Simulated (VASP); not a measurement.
Write the native input for VASP 6.6.1 that does the following.

```yaml
Task: single point
Functional: LDA
Potentials_or_basis: VASP PAW LDA potentials, release 64 (Na_pv)
Cutoff: 520 eV
k_mesh: 8 × 8 × 11
Occupations: fermi-dirac, width 0.1 eV
Spin: no spin polarisation
Dipole_correction: no
Further_INCAR_settings: ALGO = Normal; EDIFF = 1e-06; NBANDS = 18
```

The structure of Na lies in POSCAR:

```
Na
1.0
    4.6297340373      0.0000000000      0.0000000000
   -2.3148670187      4.0094672891      0.0000000000
    0.0000000000      0.0000000000      2.7481394954
Na
3
Direct
    0.0000000000      0.0000000000      0.0000000000
    0.3333333333      0.6666666667      0.5000000000
    0.6666666667      0.3333333333      0.5000000000
```

This isn't the form of Na at room conditions, which is bcc.

These files were run (other wordings do the same):

INCAR

```
SYSTEM = Na
ALGO     = Normal         ! electronic algorithm
EDIFF    = 1E-6           ! SCF threshold, eV
ENCUT    = 520            ! plane-wave cutoff, eV
ISIF     = 2              ! what is computed and relaxed
ISMEAR   = -1             ! smearing method
LASPH    = .TRUE.         ! aspherical terms in the spheres
LCHARG   = .FALSE.        ! write CHGCAR
LREAL    = .FALSE.        ! projectors in reciprocal space
LWAVE    = .FALSE.        ! write WAVECAR
NBANDS   = 18             ! bands
NELM     = 80             ! most SCF steps
PREC     = Accurate       ! precision mode
SIGMA    = 0.1            ! smearing width, eV
```

KPOINTS

```
k-points
0
G
  8 8 11
  0 0 0
```

Potentials or basis: VASP PAW LDA potentials, release 64 (Na_pv).

Command:

```bash
$ cat potpaw_LDA.64/Na_pv/POTCAR > POTCAR
$ mpirun -np 1 vasp_std > vasp.out
```

Results of the run:

- Pressure: 22.1 GPa
- Band gap on the k mesh: zero (an odd number of electrons rules out a gap without spin polarisation)

Caveat: the cell stands under pressure.

Wall time 29 s on 1 thread of Intel Xeon 8259CL, with other jobs on the host, peak memory 0.16 GiB.
